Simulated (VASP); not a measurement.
# LiH (P6_3/mmc) in VASP: notebook, part 2 of 3

VASP 6.6.1.

## 3. Single point, PBE (epitaxial xy strain +2.9%)

File INCAR:

```
SYSTEM = LiH
PREC = Accurate
ENCUT = 520
EDIFF = 1E-6
ISMEAR = -1
SIGMA = 0.02
LREAL = .False.
LASPH = .True.
NELM = 80
ALGO = Normal
ISIF = 2
LWAVE = .False.
LCHARG = .False.
GGA = PE
NBANDS = 12
```

File KPOINTS:

```
Automatic mesh
0
Gamma
  12 12 6
  0 0 0
```

File POSCAR:

```
LiH
1.0
    3.3475858822      0.0000000000      0.0000000000
   -1.6737929411      2.8990944154      0.0000000000
    0.0000000000      0.0000000000      4.0216139349
Li H
2 2
Direct
    0.3333333333      0.6666666667      0.2500000000
    0.6666666667      0.3333333333      0.7500000000
    0.6666666667      0.3333333333      0.2500000000
    0.3333333333      0.6666666667      0.7500000000
```

Potentials or basis: VASP PAW PBE potentials, release 64 (Li_sv, H).

On the command line:

```
cat potpaw_PBE.64/Li_sv/POTCAR potpaw_PBE.64/H/POTCAR > POTCAR
mpirun -np 1 vasp_std > vasp.out
```

OUTCAR:

```text
SYSTEM = LiH
   PREC = Accurate
   ENCUT = 520
   EDIFF = 1E-6
   ISMEAR = -1
   LREAL = .False.
   LASPH = .True.
   NELM = 80
   ISIF = 2
   GGA = PE

 ion  position               nearest neighbor table
   1  0.333  0.667  0.250-
   2  0.667  0.333  0.750-
   3  0.667  0.333  0.250-
   4  0.333  0.667  0.750-

  LATTYP: Found a hexagonal cell.
 ALAT       =     3.3475858822
 C/A-ratio  =     1.2013475013

  Lattice vectors:

 A1 = (   3.3475858822,   0.0000000000,   0.0000000000)
 A2 = (  -1.6737929411,   2.8990944154,   0.0000000000)
 A3 = (   0.0000000000,   0.0000000000,   4.0216139349)

Analysis of symmetry for initial positions (statically):
=====================================================================
 Subroutine PRICEL returns:
 Original cell was already a primitive cell.

 Routine SETGRP: Setting up the symmetry group for a
 hexagonal supercell.

 Subroutine GETGRP returns: Found 24 space group operations
[... 184 lines left out ...]
      5       3.0791      0.00000
      6       9.7033      0.00000
      7       9.7033      0.00000
      8      10.5161      0.00000
      9      12.3756      0.00000
     10      12.3756      0.00000
     11      14.2631      0.00000
     12      16.7378      0.00000
[... 331 lines left out ...]
 k-point    24 :       0.3333    0.0000    0.1667
  band No.  band energies     occupation
      1     -45.0041      2.00000
      2     -44.9778      2.00000
      3      -4.0652      2.00000
      4      -1.5428      2.00000
      5       4.2043      0.00000
      6       6.0365      0.00000
      7       7.2534      0.00000
      8       8.7498      0.00000
      9      12.0806      0.00000
     10      12.9767      0.00000
     11      13.2313      0.00000
     12      14.8380      0.00000

 [... further k-points ...]

------------------------ aborting loop because EDIFF is reached ----------------------------------------

  FORCE on cell =-STRESS in cart. coord.  units (eV):
  Direction    XX          YY          ZZ          XY          YZ          ZX
  --------------------------------------------------------------------------------------
  -------------------------------------------------------------------------------------
  Total       -0.4627158     -0.4627158     -0.0395429      0.0000000     -0.0000000      0.0000000
  in kB      -18.9946140    -18.9946140     -1.6232465      0.0000000     -0.0000000      0.0000000
  external PRESSURE =     -13.2041581 kB  Pullay stress =       0.0000000 kB

 VOLUME and BASIS-vectors are now :
 -----------------------------------------------------------------------------
  energy-cutoff  :      520.00
  volume of cell :       39.03
      direct lattice vectors                 reciprocal lattice vectors
     3.347585882  0.000000000  0.000000000     0.298722732  0.172467650  0.000000000
    -1.673792941  2.899094415  0.000000000     0.000000000  0.344935299  0.000000000
     0.000000000  0.000000000  4.021613935     0.000000000  0.000000000  0.248656389

 POSITION                                       TOTAL-FORCE (eV/Angst)
 -----------------------------------------------------------------------------------
     -0.00000      1.93273      1.00540        -0.000000      0.000000      0.000000
      1.67379      0.96636      3.01621         0.000000     -0.000000      0.000000
      1.67379      0.96636      1.00540         0.000000      0.000000      0.000000
     -0.00000      1.93273      3.01621        -0.000000      0.000000      0.000000
 -----------------------------------------------------------------------------------
    total drift:                                0.000000     -0.000000      0.000000

  FREE ENERGIE OF THE ION-ELECTRON SYSTEM (eV)
  ---------------------------------------------------
  free  energy   TOTEN  =       -12.1505718166 eV

  energy  without entropy=      -12.1505718166  energy(sigma->0) =      -12.15057182
```

OSZICAR:

```text
N       E                     dE             d eps       ncg     rms          rms(c)
DAV:   1     0.224603292873E+02    0.22460E+02   -0.37980E+03  1832   0.653E+02
DAV:   2    -0.804882225834E+01   -0.30509E+02   -0.29675E+02  2180   0.149E+02
DAV:   3    -0.127898487515E+02   -0.47410E+01   -0.47151E+01  3440   0.384E+01
DAV:   4    -0.128300687007E+02   -0.40220E-01   -0.40210E-01  2188   0.529E+00
DAV:   5    -0.128304514614E+02   -0.38276E-03   -0.38276E-03  2584   0.435E-01    0.451E+00
DAV:   6    -0.122969486693E+02    0.53350E+00   -0.34288E-01  2064   0.207E+00    0.222E+00
DAV:   7    -0.121391709385E+02    0.15778E+00   -0.44762E-01  2164   0.262E+00    0.420E-01
DAV:   8    -0.121510911669E+02   -0.11920E-01   -0.32408E-02  2196   0.100E+00    0.145E-01
DAV:   9    -0.121505627365E+02    0.52843E-03   -0.10752E-03  2408   0.148E-01    0.309E-02
DAV:  10    -0.121505868298E+02   -0.24093E-04   -0.13899E-04  2184   0.738E-02    0.216E-02
DAV:  11    -0.121505738478E+02    0.12982E-04   -0.14624E-05  2276   0.212E-02    0.378E-03
DAV:  12    -0.121505715068E+02    0.23411E-05   -0.17826E-06  1952   0.646E-03    0.195E-03
DAV:  13    -0.121505718166E+02   -0.30982E-06   -0.12596E-07  1140   0.181E-03
   1 F= -.12150572E+02 E0= -.12150572E+02  d E =-.240171E-13
```

Run time: 41 s. Hardware: 1 thread of AMD EPYC 7R43 (Zen 3), shared host; peak memory 0.13 GiB.

Results:

```
Free energy            : -12.1506 eV
Band gap on the k mesh : 1.64 eV (least direct gap 3.27 eV)
```

Caveat: the cell differs from its parent crystal (epitaxial xy strain +2.9%); the cutoff is under 1.25 times the usual one of these potentials, so pressure, stress and relaxed cells hold a basis-set (Pulay) error.

## 4. Single point, r2SCAN (biaxial xy strain -3.6%)

File POSCAR:

```
LiH
1.0
    3.1386262190      0.0000000000      0.0000000000
   -1.5693131095      2.7181300386      0.0000000000
    0.0000000000      0.0000000000      4.0690682547
Li H
2 2
Direct
    0.3333333333      0.6666666667      0.2500000000
    0.6666666667      0.3333333333      0.7500000000
    0.6666666667      0.3333333333      0.2500000000
    0.3333333333      0.6666666667      0.7500000000
```

File INCAR.step1:

```
PREC = Accurate
ENCUT = 520
ISMEAR = 0
SIGMA = 0.01
LREAL = F
LASPH = T
NELM = 60
NBANDS = 12
GGA = PE
ALGO = Normal
EDIFF = 1E-4
LWAVE = T
LCHARG = F
```

File INCAR.step2:

```
PREC = Accurate
ENCUT = 520
EDIFF = 1E-7
ISMEAR = 0
SIGMA = 0.01
LREAL = F
LASPH = T
NELM = 60
ALGO = Normal
ISIF = 2
LWAVE = F
LCHARG = F
METAGGA = R2SCAN
LMIXTAU = T
NBANDS = 12
ISTART = 1
```

File KPOINTS:

```
regular mesh
0
Gamma
  12 12 6
```

On the command line:

```
cat potpaw_PBE.64/Li_sv/POTCAR potpaw_PBE.64/H/POTCAR > POTCAR
cp INCAR.step1 INCAR
mpirun -np 1 vasp_std > vasp.out
cp INCAR.step2 INCAR
mpirun -np 1 vasp_std > vasp.out
```

Wall time 3.5 min (1 thread of AMD EPYC 7R43 (Zen 3), shared host); peak memory 0.12 GiB.

The run converged. Its results:

| Item | Value |
| --- | --- |
| Free energy | -13.5070 eV |
| Band gap on the k mesh | 2.45 eV (least direct gap 3.40 eV) |

Levels at points of the mesh, in eV from the valence-band top:
| k point | band 2 | band 3 | band 4 | band 5 | band 6 | band 7 |
| --- | --- | --- | --- | --- | --- | --- |
| (0.00, 0.00, 0.00) | -45.72 | -5.39 | 0.00 | 3.40 | 12.64 | 12.64 |
| (0.50, 0.00, 0.00) | -45.73 | -2.81 | -2.05 | 5.29 | 7.62 | 8.68 |
| (0.00, 0.00, 0.50) | -45.76 | -3.83 | -3.83 | 10.62 | 10.62 | 14.84 |
| (0.50, 0.00, 0.50) | -45.75 | -2.46 | -2.46 | 5.12 | 5.12 | 10.96 |

Caveat: the cell differs from its parent crystal (biaxial xy strain -3.6%); the cutoff is under 1.25 times the usual one of these potentials, so pressure, stress and relaxed cells hold a basis-set (Pulay) error; the PAW data sets were made with another functional, which shifts forces and pressure a little. A k mesh can miss the band edges.

## 5. Single point, r2SCAN (epitaxial xy strain +2.9%)

File POSCAR:

```
LiH
1.0
    3.3475858822      0.0000000000      0.0000000000
   -1.6737929411      2.8990944154      0.0000000000
    0.0000000000      0.0000000000      4.0216139349
Li H
2 2
Direct
    0.3333333333      0.6666666667      0.2500000000
    0.6666666667      0.3333333333      0.7500000000
    0.6666666667      0.3333333333      0.2500000000
    0.3333333333      0.6666666667      0.7500000000
```

File INCAR.step1:

```
SYSTEM = LiH
ALGO = Normal ; EDIFF = 1E-4
ENCUT = 520 ; GGA = PE
ISMEAR = 0 ; LASPH = .TRUE.
LCHARG = .FALSE. ; LREAL = .FALSE.
LWAVE = .TRUE. ; NBANDS = 12
NELM = 100 ; PREC = Accurate
SIGMA = 0.01
```

File INCAR.step2:

```
SYSTEM = LiH
ALGO = Normal ; EDIFF = 1E-6
ENCUT = 520 ; ISIF = 2
ISMEAR = 0 ; ISTART = 1
LASPH = .TRUE. ; LCHARG = .FALSE.
LMIXTAU = .TRUE. ; LREAL = .FALSE.
LWAVE = .FALSE. ; METAGGA = R2SCAN
NBANDS = 12 ; NELM = 100
PREC = Accurate ; SIGMA = 0.01
```

File KPOINTS:

```
k-points
0
G
  12 12 6
  0 0 0
```

On the command line:

```
cat potpaw_PBE.64/Li_sv/POTCAR potpaw_PBE.64/H/POTCAR > POTCAR
cp INCAR.step1 INCAR
mpirun -np 1 vasp_std > vasp.out
cp INCAR.step2 INCAR
mpirun -np 1 vasp_std > vasp.out
```

Wall time 3 min (1 thread of AMD EPYC 7R43 (Zen 3), shared host); peak memory 0.14 GiB.

Results (log left out):

- Free energy: -13.5242 eV
- Band gap on the k mesh: 2.10 eV (least direct gap 3.82 eV)

Levels at points of the mesh, in eV from the valence-band top:
| k point | band 2 | band 3 | band 4 | band 5 | band 6 | band 7 |
| --- | --- | --- | --- | --- | --- | --- |
| (0.00, 0.00, 0.00) | -46.21 | -5.28 | 0.00 | 3.82 | 10.80 | 10.80 |
| (0.50, 0.00, 0.00) | -46.22 | -2.95 | -2.11 | 4.66 | 7.40 | 7.41 |
| (0.00, 0.00, 0.50) | -46.23 | -3.72 | -3.72 | 10.13 | 10.13 | 13.09 |
| (0.50, 0.00, 0.50) | -46.23 | -2.55 | -2.55 | 4.68 | 4.68 | 9.76 |

Caveat: the cell differs from its parent crystal (epitaxial xy strain +2.9%); the cutoff is under 1.25 times the usual one of these potentials, so pressure, stress and relaxed cells hold a basis-set (Pulay) error; the PAW data sets were made with another functional, which shifts forces and pressure a little. A k mesh can miss the band edges.

## 6. Single point, HSE06 (biaxial xy strain -3.6%)

File POSCAR:

```
LiH
1.0
    3.1386262190      0.0000000000      0.0000000000
   -1.5693131095      2.7181300386      0.0000000000
    0.0000000000      0.0000000000      4.0690682547
Li H
2 2
Direct
    0.3333333333      0.6666666667      0.2500000000
    0.6666666667      0.3333333333      0.7500000000
    0.6666666667      0.3333333333      0.2500000000
    0.3333333333      0.6666666667      0.7500000000
```

File INCAR.step1:

```
SYSTEM = LiH
  ALGO = Normal
  EDIFF = 1E-5
  ENCUT = 520
  GGA = PE
  ISIF = 2
  ISMEAR = 0
  LASPH = .TRUE.
  LCHARG = .FALSE.
  LREAL = .FALSE.
  LWAVE = .TRUE.
  NBANDS = 12
  NELM = 80
  PREC = Accurate
  SIGMA = 0.01
```

File INCAR.step2:

```
SYSTEM = LiH
  ALGO = Normal
  EDIFF = 1E-6
  ENCUT = 520
  GGA = PE
  HFSCREEN = 0.2079
  ISIF = 2
  ISMEAR = 0
  ISTART = 1
  LASPH = .TRUE.
  LCHARG = .FALSE.
  LHFCALC = .TRUE.
  LREAL = .FALSE.
  LWAVE = .FALSE.
  NBANDS = 12
  NELM = 80
  PREC = Accurate
  PRECFOCK = Normal
  SIGMA = 0.01
```

File KPOINTS:

```
k-points
0
G
  6 6 4
  0 0 0
```

Potentials or basis: VASP PAW PBE potentials, release 64 (Li_sv, H).

On the command line:

```
cat potpaw_PBE.64/Li_sv/POTCAR potpaw_PBE.64/H/POTCAR > POTCAR
cp INCAR.step1 INCAR
mpirun -np 1 vasp_std > vasp.out
cp INCAR.step2 INCAR
mpirun -np 1 vasp_std > vasp.out
```

OUTCAR:

```text
SYSTEM = LiH
   EDIFF = 1E-6
   ENCUT = 520
   GGA = PE
   HFSCREEN = 0.2079
   ISIF = 2
   ISMEAR = 0
   ISTART = 1
   LASPH = .TRUE.
   LHFCALC = .TRUE.
   LREAL = .FALSE.
   NELM = 80
   PREC = Accurate
   PRECFOCK = Normal

 ion  position               nearest neighbor table
   1  0.333  0.667  0.250-
   2  0.667  0.333  0.750-
   3  0.667  0.333  0.250-
   4  0.333  0.667  0.750-

  LATTYP: Found a hexagonal cell.
[... 517 lines left out ...]

  FORCE on cell =-STRESS in cart. coord.  units (eV):
  Direction    XX          YY          ZZ          XY          YZ          ZX
  --------------------------------------------------------------------------------------
  -------------------------------------------------------------------------------------
  Total        0.6202026      0.6202026      0.1034695      0.0000000      0.0000000      0.0000000
  in kB       28.6245941     28.6245941      4.7754910      0.0000000      0.0000000      0.0000000
  external PRESSURE =      20.6748931 kB  Pullay stress =       0.0000000 kB

 VOLUME and BASIS-vectors are now :
 -----------------------------------------------------------------------------
  energy-cutoff  :      520.00
  volume of cell :       34.71
      direct lattice vectors                 reciprocal lattice vectors
     3.138626219  0.000000000  0.000000000     0.318610733  0.183949992  0.000000000
    -1.569313109  2.718130039  0.000000000     0.000000000  0.367899985  0.000000000
     0.000000000  0.000000000  4.069068255     0.000000000  0.000000000  0.245756507

 POSITION                                       TOTAL-FORCE (eV/Angst)
 -----------------------------------------------------------------------------------
     -0.00000      1.81209      1.01727         0.000000     -0.000000     -0.000000
      1.56931      0.90604      3.05180        -0.000000      0.000000      0.000000
      1.56931      0.90604      1.01727         0.000000      0.000000      0.000000
     -0.00000      1.81209      3.05180         0.000000     -0.000000      0.000000
 -----------------------------------------------------------------------------------
    total drift:                                0.000000     -0.000000      0.000000

  FREE ENERGIE OF THE ION-ELECTRON SYSTEM (eV)
  ---------------------------------------------------
  free  energy   TOTEN  =       -13.4476774641 eV

  energy  without entropy=      -13.4476774641  energy(sigma->0) =      -13.44767746
```

OUTCAR.step1:

```text
SYSTEM = LiH
   EDIFF = 1E-5
   ENCUT = 520
   GGA = PE
   ISIF = 2
   ISMEAR = 0
[... 541 lines left out ...]
     -0.00000      1.81209      1.01727        -0.000000      0.000000      0.000000
      1.56931      0.90604      3.05180         0.000000      0.000000      0.000000
      1.56931      0.90604      1.01727         0.000000     -0.000000      0.000000
     -0.00000      1.81209      3.05180        -0.000000      0.000000      0.000000
 -----------------------------------------------------------------------------------
    total drift:                               -0.000000      0.000000      0.000000

  FREE ENERGIE OF THE ION-ELECTRON SYSTEM (eV)
  ---------------------------------------------------
  free  energy   TOTEN  =       -12.1329836130 eV

  energy  without entropy=      -12.1329836130  energy(sigma->0) =      -12.13298361
```

OSZICAR.step1:

```text
N       E                     dE             d eps       ncg     rms          rms(c)
DAV:   1     0.217514488417E+02    0.21751E+02   -0.40182E+03   504   0.680E+02
DAV:   2    -0.804147871572E+01   -0.29793E+02   -0.29185E+02   612   0.150E+02
DAV:   3    -0.127776147875E+02   -0.47361E+01   -0.47089E+01   948   0.388E+01
DAV:   4    -0.128077272224E+02   -0.30112E-01   -0.30110E-01   632   0.487E+00
DAV:   5    -0.128079189078E+02   -0.19169E-03   -0.19168E-03   700   0.335E-01    0.461E+00
DAV:   6    -0.122838424434E+02    0.52408E+00   -0.31389E-01   572   0.207E+00    0.229E+00
DAV:   7    -0.121237528177E+02    0.16009E+00   -0.41885E-01   612   0.263E+00    0.402E-01
DAV:   8    -0.121332419749E+02   -0.94892E-02   -0.25689E-02   620   0.957E-01    0.123E-01
DAV:   9    -0.121329787121E+02    0.26326E-03   -0.70731E-04   664   0.139E-01    0.231E-02
DAV:  10    -0.121329836130E+02   -0.49009E-05   -0.65300E-05   620   0.551E-02
   1 F= -.12132984E+02 E0= -.12132984E+02  d E =-.484042-135
```

Run time: 8.4 min. Hardware: 1 thread of AMD EPYC 7R43 (Zen 3), shared host; peak memory 0.21 GiB.

What came out:

| Quantity | Value |
| --- | --- |
| Free energy | -13.4477 eV |
| Band gap on the k mesh | 2.89 eV (least direct gap 3.86 eV) |

Levels at points of the mesh, in eV from the valence-band top:
```
           k point  band 1  band 2  band 3  band 4  band 5  band 6  band 7  band 8  band 9
(0.00, 0.00, 0.00)  -47.39  -47.32   -5.93    0.00    3.86   13.06   13.06   13.70   15.80
(0.50, 0.00, 0.00)  -47.35  -47.33   -3.03   -2.16    5.82    8.15    9.23   10.05   10.94
(0.00, 0.00, 0.50)  -47.35  -47.35   -4.20   -4.20   11.23   11.23   15.12   15.12   15.12
(0.50, 0.00, 0.50)  -47.34  -47.34   -2.62   -2.62    5.55    5.55   11.48   11.48   13.44
```

Caveat: the cell differs from its parent crystal (biaxial xy strain -3.6%); the cutoff is under 1.25 times the usual one of these potentials, so pressure, stress and relaxed cells hold a basis-set (Pulay) error; the PAW data sets were made with another functional, which shifts forces and pressure a little.

[end of part 2 of 3]
